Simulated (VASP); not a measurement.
Here is a VASP 6.6.1 calculation.

File INCAR:

```
SYSTEM = WS2
ALGO     = Normal         ! electronic algorithm
EDIFF    = 1E-6           ! SCF threshold, eV
ENCUT    = 520            ! plane-wave cutoff, eV
GGA      = PE             ! functional
ISIF     = 2              ! what is computed and relaxed
ISMEAR   = 0              ! smearing method
ISPIN    = 2              ! spin polarisation
LASPH    = .TRUE.         ! aspherical terms in the spheres
LCHARG   = .TRUE.         ! write CHGCAR
LELF     = .TRUE.         ! ELF
LMAXMIX  = 4              ! l up to which the mixer works
LORBIT   = 11             ! projections on sites
LREAL    = .FALSE.        ! projectors in reciprocal space
LVHAR    = .TRUE.       
LWAVE    = .FALSE.        ! write WAVECAR
MAGMOM   = 0.38 0.02 0.02 ! initial moments
NBANDS   = 24             ! bands
NELM     = 150            ! most SCF steps
PREC     = Accurate       ! precision mode
SIGMA    = 0.1            ! smearing width, eV
```

File KPOINTS:

```
k-points
0
G
  4 4 4
  0 0 0
```

The input POSCAR:

```
WS2
1.0
    3.6932153257      0.0000000000      0.0000000000
    0.0000000000      3.6932153257      0.0000000000
    0.0000000000      0.0000000000      6.1248506683
W S
1 2
Direct
    0.0000000000      0.0000000000      0.0000000000
    0.5000000000      0.0000000000      0.2168839150
    0.0000000000      0.5000000000      0.7831160850
```

Potentials or basis: VASP PAW PBE potentials, release 64 (W_sv, S).

The run is started by

```bash
$ cat potpaw_PBE.64/W_sv/POTCAR potpaw_PBE.64/S/POTCAR > POTCAR
$ mpirun -np 1 vasp_std > vasp.out
```

Problem. Predict the largest force.

Solution. 0.044 eV/Å.

Problem. Estimate the pressure.

Solution. -0.1 GPa.

Problem. Predict the site moments.

Solution. W +0.51; S +0.01 μB.

Problem. What does it give for the net moment?

Solution. 0.70 μB per cell.

Stress tensor (GPa, compression positive):
```
-0.24  0.00  0.00
 0.00 -0.24  0.00
 0.00  0.00  0.24
```

Caveat: the k points lie up to 0.43 Å⁻¹ apart; the cell differs from its parent crystal (atoms taken out); this functional lacks dispersion, which binds the layers, so the pressure and a relaxed spacing across them are unreliable.
